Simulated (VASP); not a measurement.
# C (I4_1/amd) in VASP: notebook, part 2 of 2

VASP 6.6.1.

## Step 4: Single point, r2SCAN (strain -0.0500 x Voigt [1, 1, 0, 0, 0, 0])

Contents of POSCAR:

```
C
1.0
    0.0000000000      1.6942300000      1.7834000000
    1.6942300000      0.0000000000      1.7834000000
    1.6942300000      1.6942300000      0.0000000000
C
2
Direct
    0.5000000000      0.5000000000      0.5000000000
    0.7500000000      0.7500000000      0.7500000000
```

Contents of INCAR.step1:

```
SYSTEM = C
  ALGO = Normal
  EDIFF = 1E-4
  ENCUT = 520
  GGA = PE
  ISMEAR = 0
  LASPH = .True.
  LCHARG = .False.
  LREAL = .False.
  LWAVE = .True.
  NBANDS = 11
  NELM = 80
  PREC = Accurate
  SIGMA = 0.05
```

Contents of INCAR.step2:

```
SYSTEM = C
  ALGO = Normal
  EDIFF = 1E-6
  ENCUT = 520
  ISIF = 2
  ISMEAR = 0
  ISTART = 1
  LASPH = .True.
  LCHARG = .False.
  LMIXTAU = .True.
  LREAL = .False.
  LWAVE = .False.
  METAGGA = R2SCAN
  NBANDS = 11
  NELM = 80
  PREC = Accurate
  SIGMA = 0.05
```

Contents of KPOINTS:

```
k-points
0
Gamma
  12 12 12
  0 0 0
```

Started as:

```
cat potpaw_PBE.64/C/POTCAR > POTCAR
cp INCAR.step1 INCAR
mpirun -np 1 vasp_std > vasp.out
cp INCAR.step2 INCAR
mpirun -np 1 vasp_std > vasp.out
```

Run time: 1.7 min. Hardware: 1 thread of AMD EPYC 7R13, shared host; peak memory 0.09 GiB.

It converged, with:

- Free energy: -19.4248 eV
- Pressure: 53.8 GPa
- Band gap on the k mesh: 3.87 eV, indirect (least direct gap 5.60 eV)

Stress tensor (GPa, compression positive):
```
73.62  0.00  0.00
 0.00 73.62  0.00
 0.00  0.00 14.22
```

Levels at points of the mesh, in eV from the valence-band top:
```
           k point  band 1  band 2  band 3  band 4  band 5  band 6  band 7  band 8  band 9
(0.00, 0.00, 0.00)  -24.47   -0.92    0.00    0.00    5.60    5.60    6.32   16.00   21.60
(0.50, 0.00, 0.00)  -17.89  -15.56   -4.12   -3.02    8.16    9.27   10.88   17.41   24.45
(0.50, 0.50, 0.00)  -15.26  -15.26   -7.04   -7.04    5.83    5.83   19.03   19.03   25.82
(0.50, 0.00, 0.50)  -14.36  -14.36   -7.90   -7.90    4.49    4.49   19.18   19.18   26.53
```

Caveat: the cell differs from its parent crystal (strain -0.0500 x Voigt [1, 1, 0, 0, 0, 0]); the PAW data sets were made with another functional, which shifts forces and pressure a little.

## Step 5: Single point, r2SCAN (strain -0.0250 x Voigt [1, 1, 0, 0, 0, 0])

Contents of POSCAR:

```
C
1.0
    0.0000000000      1.7388150000      1.7834000000
    1.7388150000      0.0000000000      1.7834000000
    1.7388150000      1.7388150000      0.0000000000
C
2
Direct
    0.5000000000      0.5000000000      0.5000000000
    0.7500000000      0.7500000000      0.7500000000
```

Contents of INCAR.step1:

```
PREC     = Accurate       # precision mode
ENCUT    = 520            # plane-wave cutoff, eV
ISMEAR   = 0              # smearing method
SIGMA    = 0.05           # smearing width, eV
LREAL    = False          # projectors in reciprocal space
LASPH    = True           # aspherical terms in the spheres
NELM     = 60             # most SCF steps
NBANDS   = 11             # bands
GGA      = PE             # functional
ALGO     = Normal         # electronic algorithm
EDIFF    = 1E-4           # SCF threshold, eV
LWAVE    = True           # write WAVECAR
LCHARG   = False          # write CHGCAR
```

Contents of INCAR.step2:

```
PREC     = Accurate       # precision mode
ENCUT    = 520            # plane-wave cutoff, eV
EDIFF    = 1E-7           # SCF threshold, eV
ISMEAR   = 0              # smearing method
SIGMA    = 0.05           # smearing width, eV
LREAL    = False          # projectors in reciprocal space
LASPH    = True           # aspherical terms in the spheres
NELM     = 60             # most SCF steps
ALGO     = Normal         # electronic algorithm
ISIF     = 2              # what is computed and relaxed
LWAVE    = False          # write WAVECAR
LCHARG   = False          # write CHGCAR
METAGGA  = R2SCAN         # meta-GGA
LMIXTAU  = True         
NBANDS   = 11             # bands
ISTART   = 1
```

Contents of KPOINTS:

```
regular mesh
0
Gamma
  12 12 12
```

Started as:

```
cat potpaw_PBE.64/C/POTCAR > POTCAR
cp INCAR.step1 INCAR
mpirun -np 1 vasp_std > vasp.out
cp INCAR.step2 INCAR
mpirun -np 1 vasp_std > vasp.out
```

It took 1.9 min on 1 thread of AMD EPYC 7R13, shared host; peak memory 0.1 GiB.

Results (log left out):

* Free energy: -19.6040 eV
* Pressure: 23.4 GPa
* Band gap on the k mesh: 4.11 eV, indirect (least direct gap 5.72 eV)

Stress tensor (GPa, compression positive):
```
32.44  0.00  0.00
 0.00 32.44  0.00
 0.00  0.00  5.41
```

Levels at points of the mesh, in eV from the valence-band top:
| k point | band 1 | band 2 | band 3 | band 4 | band 5 | band 6 | band 7 | band 8 | band 9 |
| --- | --- | --- | --- | --- | --- | --- | --- | --- | --- |
| (0.00, 0.00, 0.00) | -23.55 | -0.43 | 0.00 | 0.00 | 5.72 | 5.72 | 6.07 | 14.90 | 20.97 |
| (0.50, 0.00, 0.00) | -17.30 | -14.77 | -3.51 | -3.00 | 8.59 | 9.07 | 9.95 | 17.06 | 23.84 |
| (0.50, 0.50, 0.00) | -14.38 | -14.38 | -6.85 | -6.85 | 5.40 | 5.40 | 18.45 | 18.45 | 25.22 |
| (0.50, 0.00, 0.50) | -13.96 | -13.96 | -7.26 | -7.26 | 4.76 | 4.76 | 18.56 | 18.56 | 25.59 |

Caveat: the cell differs from its parent crystal (strain -0.0250 x Voigt [1, 1, 0, 0, 0, 0]); the PAW data sets were made with another functional, which shifts forces and pressure a little. A k mesh can miss the band edges.

## Step 6: Single point, r2SCAN (strain +0.0250 x Voigt [1, 1, 0, 0, 0, 0])

Contents of POSCAR:

```
C
1.0
    0.0000000000      1.8279850000      1.7834000000
    1.8279850000      0.0000000000      1.7834000000
    1.8279850000      1.8279850000      0.0000000000
C
2
Direct
    0.5000000000      0.5000000000      0.5000000000
    0.7500000000      0.7500000000      0.7500000000
```

Contents of INCAR.step1:

```
SYSTEM = C
ALGO = Normal ; EDIFF = 1E-4
ENCUT = 520 ; GGA = PE
ISMEAR = 0 ; LASPH = .True.
LCHARG = .False. ; LREAL = .False.
LWAVE = .True. ; NBANDS = 11
NELM = 100 ; PREC = Accurate
SIGMA = 0.05
```

Contents of INCAR.step2:

```
SYSTEM = C
ALGO = Normal ; EDIFF = 1E-6
ENCUT = 520 ; ISIF = 2
ISMEAR = 0 ; ISTART = 1
LASPH = .True. ; LCHARG = .False.
LMIXTAU = .True. ; LREAL = .False.
LWAVE = .False. ; METAGGA = R2SCAN
NBANDS = 11 ; NELM = 100
PREC = Accurate ; SIGMA = 0.05
```

Contents of KPOINTS:

```
k-points
0
Gamma
  12 12 12
  0 0 0
```

Potentials or basis: VASP PAW PBE potentials, release 64 (C).

Started as:

```
cat potpaw_PBE.64/C/POTCAR > POTCAR
cp INCAR.step1 INCAR
mpirun -np 1 vasp_std > vasp.out
cp INCAR.step2 INCAR
mpirun -np 1 vasp_std > vasp.out
```

It took 2 min on 1 thread of AMD EPYC 7R13, shared host; peak memory 0.1 GiB.

It converged, with:

* Free energy: -19.6023 eV
* Pressure: -21.4 GPa
* Band gap on the k mesh: 3.60 eV, indirect (least direct gap 5.25 eV)

Stress tensor (GPa, compression positive):
```
-28.88   0.00   0.00
  0.00 -28.88   0.00
  0.00   0.00  -6.49
```

Levels at points of the mesh, in eV from the valence-band top:
```csv
k point,band 1,band 2,band 3,band 4,band 5,band 6,band 7,band 8
"(0.00, 0.00, 0.00)",-22.27,-0.37,-0.37,0.00,5.25,5.57,5.57,12.40
"(0.50, 0.00, 0.00)",-16.60,-13.74,-3.31,-2.87,7.88,8.32,8.83,15.97
"(0.50, 0.50, 0.00)",-13.23,-13.23,-6.83,-6.83,4.26,4.26,16.94,16.94
"(0.50, 0.00, 0.50)",-13.60,-13.60,-6.47,-6.47,4.84,4.84,16.78,16.78
```

Caveat: the cell differs from its parent crystal (strain +0.0250 x Voigt [1, 1, 0, 0, 0, 0]); the PAW data sets were made with another functional, which shifts forces and pressure a little.

## Step 7: Summary

| cell | gap on the mesh (eV) | pressure (GPa) |
| --- | --- | --- |
| a = 2.399, b = 2.399, c = 2.270 Å, angles 61.8, 61.8, 56.5°, 2 atoms | 3.28 | 135.8 |
| a = 2.429, b = 2.429, c = 2.333 Å, angles 61.3, 61.3, 57.4°, 2 atoms | 3.59 | 90.9 |
| a = 2.460, b = 2.460, c = 2.396 Å, angles 60.9, 60.9, 58.3°, 2 atoms | 3.87 | 53.8 |
| a = 2.491, b = 2.491, c = 2.459 Å, angles 60.4, 60.4, 59.2°, 2 atoms | 4.11 | 23.4 |
| a = 2.554, b = 2.554, c = 2.585 Å, angles 59.6, 59.6, 60.8°, 2 atoms | 3.60 | -21.4 |

Alike in all rows: task single point; level r2SCAN; potentials or basis VASP PAW PBE potentials, release 64 (C); no spin polarisation; k mesh 12 × 12 × 12; cutoff (eV) 520; smearing gaussian 0.05 eV.

Caveats: the PAW data sets were made with another functional, which shifts forces and pressure a little.

Absolute energies hang on the potentials; compare differences alone.
